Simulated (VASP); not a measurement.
Here is a VASP 6.6.1 calculation.

POSCAR

```
Rb
1.0
   -2.9145811306      2.9145811306      2.6939373577
    2.9145811306     -2.9145811306      2.6939373577
    2.9145811306      2.9145811306     -2.6939373577
Rb
1
Direct
    0.0000000000      0.0000000000      0.0000000000
```

Contents of INCAR.step1:

```
SYSTEM = Rb
PREC     = Accurate       ! precision mode
ENCUT    = 520            ! plane-wave cutoff, eV
EDIFF    = 1E-5           ! SCF threshold, eV
ISMEAR   = 0              ! smearing method
SIGMA    = 0.1            ! smearing width, eV
LREAL    = .False.        ! projectors in reciprocal space
LASPH    = .True.         ! aspherical terms in the spheres
NELM     = 80             ! most SCF steps
ALGO     = Normal         ! electronic algorithm
ISIF     = 2              ! what is computed and relaxed
LWAVE    = .True.         ! write WAVECAR
LCHARG   = .False.        ! write CHGCAR
NBANDS   = 10             ! bands
GGA      = PE             ! functional
```

The input INCAR.step2:

```
SYSTEM = Rb
PREC     = Accurate       ! precision mode
ENCUT    = 520            ! plane-wave cutoff, eV
EDIFF    = 1E-6           ! SCF threshold, eV
ISMEAR   = 0              ! smearing method
SIGMA    = 0.1            ! smearing width, eV
LREAL    = .False.        ! projectors in reciprocal space
LASPH    = .True.         ! aspherical terms in the spheres
NELM     = 80             ! most SCF steps
ALGO     = Normal         ! electronic algorithm
ISIF     = 2              ! what is computed and relaxed
LWAVE    = .False.        ! write WAVECAR
LCHARG   = .False.        ! write CHGCAR
METAGGA  = R2SCAN         ! meta-GGA
LHFCALC  = .True.         ! exact exchange
AEXX     = 0.25           ! exact-exchange fraction
LMIXTAU  = .True.       
PRECFOCK = Normal       
NBANDS   = 10             ! bands
ISTART   = 1
```

Contents of KPOINTS:

```
Automatic mesh
0
Gamma
  4 4 4
  0 0 0
```

Potentials or basis: VASP PAW PBE potentials, release 64 (Rb_sv).

Command:

```sh
$ cat potpaw_PBE.64/Rb_sv/POTCAR > POTCAR
$ cp INCAR.step1 INCAR
$ mpirun -np 1 vasp_std > vasp.out
$ cp INCAR.step2 INCAR
$ mpirun -np 1 vasp_std > vasp.out
```

Problem. Predict the band gap on the k mesh.

Solution. Zero (an odd number of electrons rules out a gap without spin polarisation).

Problem. Estimate the pressure.

Solution. 0.2 GPa.

Stress tensor (GPa, compression positive):
```
 0.31  0.00  0.00
 0.00  0.31  0.00
 0.00  0.00 -0.09
```

Caveat: the k points lie up to 0.40 Å⁻¹ apart, too coarse for converged energies and pressures of a metal; the PAW data sets were made with another functional, which shifts forces and pressure a little.
